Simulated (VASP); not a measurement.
Ni, 1 atom in the cell. Symmetry: Fm-3m, No. 225, cubic system. Conventional cell: a = 3.476 Å, b = 3.476 Å, c = 3.476 Å, α = 90.00°, β = 90.00°, γ = 90.00°. Ni (site symmetry m-3m) has 12 Ni at 2.46 Å within 3.2 Å. 

| Item | Value |
| --- | --- |
| Program | VASP 6.6.1 |
| Task | single point |
| Functional | r2SCAN |
| Potentials or basis | VASP PAW PBE potentials, release 64 (Ni) |
| Cutoff | 520 eV |
| k mesh | 15 × 15 × 15 |
| Occupations | methfessel-paxton, width 0.1 eV |
| Spin | collinear spin, ferromagnetic start |
| Starting moments | [0.807] μB |
| Dipole correction | no |
| Further INCAR settings | ALGO = Normal; EDIFF = 1e-07; NBANDS = 15 |

Potentials or basis: VASP PAW PBE potentials, release 64 (Ni).

Command:

```console
$ cat potpaw_PBE.64/Ni/POTCAR > POTCAR
$ cp INCAR.step1 INCAR
$ mpirun -np 1 vasp_std > vasp.out
$ cp INCAR.step2 INCAR
$ mpirun -np 1 vasp_std > vasp.out
```

Hardware: 1 thread of Intel(R) Xeon(R) Platinum 8259CL CPU @ 2.50GHz (Skylake/Cascade Lake) (shared host).

Task: Estimate the wall time of this run.

Result: It took 3.1 min on 1 thread of Intel(R) Xeon(R) Platinum 8259CL CPU @ 2.50GHz (Skylake/Cascade Lake), with other jobs on the host, peak memory 0.15 GiB. Counts: k points 120.
